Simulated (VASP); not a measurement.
# SnS (Pnma) in VASP: a series of runs

The runs below take SnS through single point, with LDA.

All numbers are computed with VASP 6.6.1; they aren't measurements. Logs are shortened: lines on timing, memory, paths and dates and some standing lists are left out, and cuts for length are marked.

**What was measured.**

From “Linear dichroism of the optical properties of SnS and SnSe van der Waals crystals”, 2024, arxiv:2409.17412, for a bulk crystal of SnS: band gap 1.16 eV (indirect) at 20 K; band gap 1.09 eV (indirect) at 300 K.

The results are compared with them further down.

**1. The cell of the first run**

It takes space group Pnma (No. 62, orthorhombic). The conventional cell has a = 10.976 Å, b = 3.954 Å, c = 4.184 Å, α = 90.00°, β = 90.00°, γ = 90.00°. Sn (site symmetry m) has 6 S at 2.61 to 3.27 Å and 2 Sn at 3.38 Å within 3.4 Å. Within 3.4 Å of S (site symmetry m) lie 6 Sn at 2.61 to 3.27 Å.

**2. Single point, LDA**

INCAR reads:

```
ALGO     = Normal         # electronic algorithm
EDIFF    = 1E-6           # SCF threshold, eV
ENCUT    = 500            # plane-wave cutoff, eV
GGA      = CA             # functional
GGA_COMPAT= F            
ISIF     = 2              # what is computed and relaxed
ISMEAR   = 0              # smearing method
LASPH    = T              # aspherical terms in the spheres
LCHARG   = F              # write CHGCAR
LREAL    = F              # projectors in reciprocal space
LWAVE    = F              # write WAVECAR
NBANDS   = 50             # bands
NELM     = 120            # most SCF steps
PREC     = Accurate       # precision mode
SIGMA    = 0.02           # smearing width, eV
```

KPOINTS reads:

```
k-points
0
Gamma
  4 8 6
```

POSCAR reads:

```
SnS
1.0
   10.9763776513      0.0000000000      0.0000000000
    0.0000000000      3.9538335277      0.0000000000
    0.0000000000      0.0000000000      4.1835097572
Sn S
4 4
Direct
    0.1178479411      0.2500000000      0.1090519942
    0.3821520589      0.7500000000      0.6090519942
    0.6178479411      0.2500000000      0.3909480058
    0.8821520589      0.7500000000      0.8909480058
    0.8539578955      0.2500000000      0.4738779046
    0.6460421045      0.7500000000      0.9738779046
    0.3539578955      0.2500000000      0.0261220954
    0.1460421045      0.7500000000      0.5261220954
```

Potentials or basis: VASP PAW LDA potentials, release 64 (Sn_d, S).

The run is started by

```
cat potpaw_LDA.64/Sn_d/POTCAR potpaw_LDA.64/S/POTCAR > POTCAR
mpirun -np 1 vasp_std > vasp.out
```

OUTCAR:

```text
EDIFF = 1E-6
   ENCUT = 500
   GGA = CA
   ISIF = 2
   ISMEAR = 0
   LASPH = T
   LREAL = F
   NELM = 120
   PREC = Accurate

 ion  position               nearest neighbor table
   1  0.118  0.250  0.109-   7 2.61   8 2.65   8 2.65   8 3.15   8 3.15   5 3.27   4 3.38   4 3.38

   2  0.382  0.750  0.609-   8 2.61   7 2.65   7 2.65   7 3.15   7 3.15   6 3.27   3 3.38   3 3.38

   3  0.618  0.250  0.391-   5 2.61   6 2.65   6 2.65   6 3.15   6 3.15   7 3.27   2 3.38   2 3.38

   4  0.882  0.750  0.891-   6 2.61   5 2.65   5 2.65   5 3.15   5 3.15   8 3.27   1 3.38   1 3.38

   5  0.854  0.250  0.474-   3 2.61   4 2.65   4 2.65   4 3.15   4 3.15   1 3.27
   6  0.646  0.750  0.974-   4 2.61   3 2.65   3 2.65   3 3.15   3 3.15   2 3.27
   7  0.354  0.250  0.026-   1 2.61   2 2.65   2 2.65   2 3.15   2 3.15   3 3.27
   8  0.146  0.750  0.526-   2 2.61   1 2.65   1 2.65   1 3.15   1 3.15   4 3.27

  LATTYP: Found a simple orthorhombic cell.
 ALAT       =     3.9538335277
 B/A-ratio  =     1.0580895042
 C/A-ratio  =     2.7761355086

  Lattice vectors:

 A1 = (   0.0000000000,   3.9538335277,   0.0000000000)
 A2 = (   0.0000000000,   0.0000000000,   4.1835097572)
 A3 = (  10.9763776513,   0.0000000000,   0.0000000000)

Analysis of symmetry for initial positions (statically):
=====================================================================
 Subroutine PRICEL returns:
 Original cell was already a primitive cell.

 Routine SETGRP: Setting up the symmetry group for a
 simple orthorhombic supercell.

 Subroutine GETGRP returns: Found  8 space group operations
 (whereof  2 operations were pure point group operations)
 out of a pool of  8 trial point group operations.

The static configuration has the point symmetry S_2 .
 The point group associated with its full space group is D_2h.

Analysis of symmetry for dynamics (positions and initial velocities):
=====================================================================
 Subroutine PRICEL returns:
 Original cell was already a primitive cell.

 Routine SETGRP: Setting up the symmetry group for a
 simple orthorhombic supercell.

 Subroutine GETGRP returns: Found  8 space group operations
 (whereof  2 operations were pure point group operations)
 out of a pool of  8 trial point group operations.

The dynamic configuration has the point symmetry S_2 .
 The point group associated with its full space group is D_2h.

 Subroutine INISYM returns: Found  8 space group operations
 (whereof  2 operations are pure point group operations),
 and found     1 'primitive' translations

----------------------------------------------------------------------------------------

                                     Primitive cell

  volume of cell :     181.5592

  direct lattice vectors                    reciprocal lattice vectors
    10.976377651  0.000000000  0.000000000     0.091104737  0.000000000  0.000000000
     0.000000000  3.953833528  0.000000000     0.000000000  0.252919096  0.000000000
     0.000000000  0.000000000  4.183509757     0.000000000  0.000000000  0.239033744

  length of vectors
    10.976377651  3.953833528  4.183509757     0.091104737  0.252919096  0.239033744

  position of ions in fractional coordinates (direct lattice)
     0.117847941  0.250000000  0.109051994
     0.382152059  0.750000000  0.609051994
     0.617847941  0.250000000  0.390948006
     0.882152059  0.750000000  0.890948006
     0.853957896  0.250000000  0.473877905
     0.646042104  0.750000000  0.973877905
     0.353957896  0.250000000  0.026122095
     0.146042104  0.750000000  0.526122095

  ion indices of the primitive-cell ions
   primitive index   ion index
                 1           1
                 2           2
                 3           3
                 4           4
                 5           5
                 6           6
                 7           7
                 8           8

----------------------------------------------------------------------------------------

 KPOINTS: k-points

Automatic generation of k-mesh.
 Grid dimensions read from file:
 generate k-points for:    4    8    6

 Generating k-lattice:

  Cartesian coordinates                     Fractional coordinates (reciprocal lattice)
     0.022776184  0.000000000  0.000000000     0.250000000  0.000000000  0.000000000
     0.000000000  0.031614887  0.000000000     0.000000000  0.125000000  0.000000000
     0.000000000  0.000000000  0.039838957     0.000000000  0.000000000  0.166666667

  Length of vectors
     0.022776184  0.031614887  0.039838957

  Shift w.r.t. Gamma in fractional coordinates (k-lattice)
     0.000000000  0.000000000  0.000000000

 Subroutine IBZKPT returns following result:
 ===========================================

 Found     60 irreducible k-points:

 Following reciprocal coordinates:
            Coordinates               Weight
  0.000000  0.000000  0.000000      1.000000
  0.250000  0.000000  0.000000      2.000000
  0.500000  0.000000  0.000000      1.000000
  0.000000  0.125000  0.000000      2.000000
  0.250000  0.125000  0.000000      4.000000
  0.500000  0.125000  0.000000      2.000000
[... 16 lines left out ...]
  0.250000  0.250000  0.166667      8.000000
  0.500000  0.250000  0.166667      4.000000
 [... further k-points ...]
   k-points           NKPTS =     60   k-points in BZ     NKDIM =     60   number of bands    NBANDS=     50
   number of dos      NEDOS =    301   number of ions     NIONS =      8
   total plane-waves  NPLWV =  76800
   dimension x,y,z NGX =    80 NGY =   30 NGZ =   32
   dimension x,y,z NGXF=   160 NGYF=   60 NGZF=   64
   ions per type =               4   4
   NGX,Y,Z   is equivalent  to a cutoff of  12.12, 12.61, 12.72 a.u.
   NGXF,Y,Z  is equivalent  to a cutoff of  24.23, 25.23, 25.43 a.u.
 SYSTEM =  unknown system
   PREC   = accura    normal or accurate (medium, high low for compatibility)
   ISTART =      0    job   : 0-new  1-cont  2-samecut
   ICHARG =      2    charge: 1-file 2-atom 10-const
   ISPIN  =      1    spin polarized calculation?
   LNONCOLLINEAR =      F non collinear calculations
   LSORBIT =      F    spin-orbit coupling
   LASPH  =      T    aspherical Exc in radial PAW
   ENCUT  =  500.0 eV  36.75 Ry    6.06 a.u.  20.01  7.21  7.63*2*pi/ulx,y,z
   NELM   =    120;   NELMIN=  2; NELMDL= -5     # of ELM steps
   EDIFF  = 0.1E-05   stopping-criterion for ELM
   LREAL  =      F    real-space projection
   EDIFFG = 0.1E-04   stopping-criterion for IOM
   NSW    =      0    number of steps for IOM
   IBRION =     -1    ionic relax: 0-MD 1-quasi-New 2-CG
   NFREE  =      0    steps in history (QN), initial steepest desc. (CG)
   ISIF   =      2    stress and relaxation
   ISYM   =      2    0-nonsym 1-usesym 2-fastsym
   POTIM  = 0.5000    time-step for ionic-motion
   TEBEG  =    0.0;   TEEND  =   0.0 temperature during run
   PSTRESS=    0.0 pullay stress
   NELECT =      80.0000    total number of electrons
   NUPDOWN=      -1.0000    fix difference up-down
   EMIN   =  10.00;   EMAX   =-10.00  energy-range for DOS
   EFERMI =   0.00;   METHOD = LEGACY
   ISMEAR =     0;   SIGMA  =   0.02  broadening in eV -4-tet -1-fermi 0-gaus
   EFERMI_NEDOS =   21; number of points for ismear=-14 and -15
   IALGO  =     38    algorithm
   IMIX   =      4    mixing-type and parameters
     AMIX     =   0.40;   BMIX     =  1.00
     AMIX_MAG =   1.60;   BMIX_MAG =  1.00
  volume/ion in A,a.u.               =      22.69       153.15
  Fermi-wavevector in a.u.,A,eV,Ry     =   1.245753  2.354133 21.114903  1.551902
  Thomas-Fermi vector in A             =   2.379962
   LORBIT       =      0    0 simple, 1 ext, 2 COOP (PROOUT), +10 PAW based schemes
   GGA     = CA    functional components
   LHFCALC =     F    Hartree Fock is set to
   AEXX    =    0.0000 exact exchange contribution
   IVDW    =     0    specifies the selected vdW correction
   LEPSILON=     F    determine dielectric tensor
   LRPA    =     F    only Hartree local field effects (RPA)
 non-spin polarized calculation
 Gauss-broadening in eV      SIGMA  =   0.02
  energy-cutoff  :      500.00
  volume of cell :      181.56
 maximum number of plane-waves:      4648
   NGX = 41   NGY = 15   NGZ = 15

 number of electron      79.9999981 magnetization

 Free energy of the ion-electron system (eV)
  ---------------------------------------------------
  ext. energy  EPLUGINS =         0.00000000
  ---------------------------------------------------
  free energy    TOTEN  =       -40.50331936 eV

  energy without entropy =      -40.50331936  energy(sigma->0) =      -40.50331936

 E-fermi :   6.9077     XC(G=0): -10.4688

 val. band max:        6.8135144249   @ k =   0.5000   0.0000   0.5000
 cond. band min:       7.4363643222   @ k =   0.0000   0.0000   0.0000
 fundamental gap:      0.6228498972
 Fermi energy:         6.9076721519

 k-point     1 :       0.0000    0.0000    0.0000
  band No.  band energies     occupation
      1     -14.4854      2.00000
      2     -14.4559      2.00000
      3     -14.4534      2.00000
      4     -14.4431      2.00000
      5     -14.4418      2.00000
      6     -14.4407      2.00000
[... 42 lines left out ...]
     49      11.8415      0.00000
     50      12.0409      0.00000

 k-point     2 :       0.2500    0.0000    0.0000
  band No.  band energies     occupation
      1     -14.4825      2.00000
      2     -14.4639      2.00000
      3     -14.4511      2.00000
      4     -14.4446      2.00000
      5     -14.4413      2.00000
      6     -14.4376      2.00000
[... 42 lines left out ...]
     49      12.0055      0.00000
     50      12.0244      0.00000

 k-point     3 :       0.5000    0.0000    0.0000
  band No.  band energies     occupation
      1     -14.4746      2.00000
      2     -14.4746      2.00000
      3     -14.4479      2.00000
      4     -14.4479      2.00000
      5     -14.4396      2.00000
      6     -14.4396      2.00000
[... 1102 lines left out ...]
     49      11.2448      0.00000
     50      11.6617      0.00000

 k-point    24 :       0.5000    0.2500    0.1667
  band No.  band energies     occupation
      1     -14.4622      2.00000
      2     -14.4622      2.00000
      3     -14.4518      2.00000
      4     -14.4518      2.00000
      5     -14.4410      2.00000
      6     -14.4410      2.00000
[... 42 lines left out ...]
     49      11.2503      0.00000
     50      11.2504      0.00000

 [... further k-points ...]
[... 5 lines left out ...]
  --------------------------------------------------------------------------------------
  -------------------------------------------------------------------------------------
  Total       -0.0239317     -0.0052509      0.0308198      0.0000000     -0.0000000      0.0000000
  in kB       -0.2111862     -0.0463372      0.2719709      0.0000000     -0.0000000      0.0000000
  external PRESSURE =       0.0048158 kB  Pullay stress =       0.0000000 kB

 VOLUME and BASIS-vectors are now :
 -----------------------------------------------------------------------------
  energy-cutoff  :      500.00
  volume of cell :      181.56
      direct lattice vectors                 reciprocal lattice vectors
    10.976377651  0.000000000  0.000000000     0.091104737  0.000000000  0.000000000
     0.000000000  3.953833528  0.000000000     0.000000000  0.252919096  0.000000000
     0.000000000  0.000000000  4.183509757     0.000000000  0.000000000  0.239033744

 POSITION                                       TOTAL-FORCE (eV/Angst)
 -----------------------------------------------------------------------------------
      1.29354      0.98846      0.45622        -0.014596     -0.000000     -0.011877
      4.19465      2.96538      2.54797         0.014596      0.000000     -0.011877
      6.78173      0.98846      1.63553        -0.014596      0.000000      0.011877
      9.68283      2.96538      3.72729         0.014596      0.000000      0.011877
      9.37336      0.98846      1.98247         0.003297      0.000000     -0.009345
      7.09120      2.96538      4.07423        -0.003297      0.000000     -0.009345
      3.88518      0.98846      0.10928         0.003297      0.000000      0.009345
      1.60301      2.96538      2.20104        -0.003297     -0.000000      0.009345
 -----------------------------------------------------------------------------------
    total drift:                                0.000000     -0.000000     -0.000000

  FREE ENERGIE OF THE ION-ELECTRON SYSTEM (eV)
  ---------------------------------------------------
  free  energy   TOTEN  =       -40.5033193564 eV

  energy  without entropy=      -40.5033193564  energy(sigma->0) =      -40.50331936
```

Wall time 5.1 min (1 thread of Intel Xeon Platinum 8375C at 2.90GHz (Ice Lake), shared host); peak memory 0.47 GiB.

What came out:

```
Free energy            : -40.5033 eV
Pressure               : 0.0 GPa
Largest force          : 0.019 eV/Å
Band gap on the k mesh : 0.62 eV (least direct gap 1.03 eV)
```

Forces in eV/Å, atoms in the order of the input:
```
Sn  -0.015  0.000 -0.012
Sn   0.015  0.000 -0.012
Sn  -0.015  0.000  0.012
Sn   0.015  0.000  0.012
S    0.003  0.000 -0.009
S   -0.003  0.000 -0.009
S    0.003  0.000  0.009
S   -0.003  0.000  0.009
```

Caveat: spin-orbit coupling is left out, which moves the levels of the heavy elements.

**3. Single point, LDA**

INCAR reads:

```
SYSTEM = SnS
PREC = Accurate
ENCUT = 500
EDIFF = 1E-6
ISMEAR = 0
SIGMA = 0.02
LREAL = .False.
LASPH = .True.
NELM = 120
ALGO = Normal
ISIF = 2
LWAVE = .False.
LCHARG = .False.
GGA = CA
NBANDS = 50
GGA_COMPAT = .False.
```

KPOINTS reads:

```
regular mesh
0
Gamma
  4 8 6
  0 0 0
```

POSCAR is that of step 2.

Potentials or basis: VASP PAW LDA potentials, release 64 (Sn_d, S).

The run is started by

```
cat potpaw_LDA.64/Sn_d/POTCAR potpaw_LDA.64/S/POTCAR > POTCAR
mpirun -np 1 vasp_std > vasp.out
```

OUTCAR:

```text
SYSTEM = SnS
   PREC = Accurate
   ENCUT = 500
   EDIFF = 1E-6
   ISMEAR = 0
   LREAL = .False.
   LASPH = .True.
   NELM = 120
   ISIF = 2
   GGA = CA

 ion  position               nearest neighbor table
   1  0.118  0.250  0.109-   7 2.61   8 2.65   8 2.65   8 3.15   8 3.15   5 3.27   4 3.38   4 3.38

   2  0.382  0.750  0.609-   8 2.61   7 2.65   7 2.65   7 3.15   7 3.15   6 3.27   3 3.38   3 3.38

   3  0.618  0.250  0.391-   5 2.61   6 2.65   6 2.65   6 3.15   6 3.15   7 3.27   2 3.38   2 3.38

   4  0.882  0.750  0.891-   6 2.61   5 2.65   5 2.65   5 3.15   5 3.15   8 3.27   1 3.38   1 3.38

[... 1492 lines left out ...]
  in kB       -0.2111866     -0.0463377      0.2719711      0.0000000      0.0000000      0.0000000
  external PRESSURE =       0.0048156 kB  Pullay stress =       0.0000000 kB

 VOLUME and BASIS-vectors are now :
 -----------------------------------------------------------------------------
  energy-cutoff  :      500.00
  volume of cell :      181.56
      direct lattice vectors                 reciprocal lattice vectors
    10.976377651  0.000000000  0.000000000     0.091104737  0.000000000  0.000000000
     0.000000000  3.953833528  0.000000000     0.000000000  0.252919096  0.000000000
     0.000000000  0.000000000  4.183509757     0.000000000  0.000000000  0.239033744

 POSITION                                       TOTAL-FORCE (eV/Angst)
 -----------------------------------------------------------------------------------
      1.29354      0.98846      0.45622        -0.014596     -0.000000     -0.011877
      4.19465      2.96538      2.54797         0.014596      0.000000     -0.011877
      6.78173      0.98846      1.63553        -0.014596     -0.000000      0.011877
      9.68283      2.96538      3.72729         0.014596      0.000000      0.011877
      9.37336      0.98846      1.98247         0.003297     -0.000000     -0.009345
      7.09120      2.96538      4.07423        -0.003297     -0.000000     -0.009345
      3.88518      0.98846      0.10928         0.003297     -0.000000      0.009345
      1.60301      2.96538      2.20104        -0.003297      0.000000      0.009345
 -----------------------------------------------------------------------------------
    total drift:                                0.000000     -0.000000     -0.000000

  FREE ENERGIE OF THE ION-ELECTRON SYSTEM (eV)
  ---------------------------------------------------
  free  energy   TOTEN  =       -40.5033193564 eV

  energy  without entropy=      -40.5033193564  energy(sigma->0) =      -40.50331936
```

OSZICAR:

```text
N       E                     dE             d eps       ncg     rms          rms(c)
DAV:   1     0.890716230030E+03    0.89072E+03   -0.36097E+04  6446   0.215E+03
DAV:   2     0.121708552570E+03   -0.76901E+03   -0.74330E+03  6008   0.614E+02
DAV:   3    -0.297021312030E+02   -0.15141E+03   -0.14374E+03  7004   0.211E+02
DAV:   4    -0.412479604384E+02   -0.11546E+02   -0.11316E+02  7204   0.585E+01
DAV:   5    -0.416975757781E+02   -0.44962E+00   -0.44797E+00  7314   0.120E+01    0.123E+01
DAV:   6    -0.405523559676E+02    0.11452E+01   -0.21929E+00  8314   0.775E+00    0.801E+00
DAV:   7    -0.405227585096E+02    0.29597E-01   -0.85298E-01  7944   0.335E+00    0.225E+00
DAV:   8    -0.405036664952E+02    0.19092E-01   -0.11366E-01  8170   0.202E+00    0.489E-01
DAV:   9    -0.405033462377E+02    0.32026E-03   -0.12536E-02  7420   0.640E-01    0.120E-01
DAV:  10    -0.405033169387E+02    0.29299E-04   -0.97518E-04  8500   0.164E-01    0.750E-02
DAV:  11    -0.405033273452E+02   -0.10407E-04   -0.22321E-04  8082   0.713E-02    0.315E-02
DAV:  12    -0.405033191710E+02    0.81742E-05   -0.46947E-05  7762   0.342E-02    0.107E-02
DAV:  13    -0.405033193564E+02   -0.18537E-06   -0.46715E-06  5902   0.134E-02
   1 F= -.40503319E+02 E0= -.40503319E+02  d E =-.278225E-13
```

It took 9.7 min on 1 thread of AMD EPYC 7R43 (Zen 3), shared host; peak memory 0.43 GiB.

What came out:

```yaml
Free_energy: -40.5033 eV
Pressure: 0.0 GPa
Largest_force: 0.019 eV/Å
Band_gap_on_the_k_mesh: 0.62 eV (least direct gap 1.03 eV)
```

Forces on the atoms (eV/Å):
```
Sn  -0.015  0.000 -0.012
Sn   0.015  0.000 -0.012
Sn  -0.015  0.000  0.012
Sn   0.015  0.000  0.012
S    0.003  0.000 -0.009
S   -0.003  0.000 -0.009
S    0.003  0.000  0.009
S   -0.003  0.000  0.009
```

Caveat: spin-orbit coupling is left out, which moves the levels of the heavy elements.

**4. Comparison with measurements**

Step 2. Against the measured gap of SnS, 1.16 eV (indirect; 20 K; “Linear dichroism of the optical properties of SnS and SnSe van der Waals crystals”, 2024, arxiv:2409.17412), the calculated 0.62 eV is off by -0.54 eV. 2 values of this kind are on record (1.09 to 1.16 eV); this one was drawn at random. Spin-orbit coupling on Sn is left out. The value is that of LDA on a finite k mesh, which can miss the band edges, without temperature or zero-point motion. Semilocal functionals fall short of measured gaps as a rule.

Step 3. Measured gap of SnS: 1.09 eV (indirect; 300 K; “Linear dichroism of the optical properties of SnS and SnSe van der Waals crystals”, 2024, arxiv:2409.17412). This calculation gives 0.62 eV (-0.47 eV). 2 values of this kind are on record (1.09 to 1.16 eV); this one was drawn at random. Spin-orbit coupling on Sn is left out. The value is that of LDA on a finite k mesh, which can miss the band edges, without temperature or zero-point motion. Semilocal functionals fall short of measured gaps as a rule.
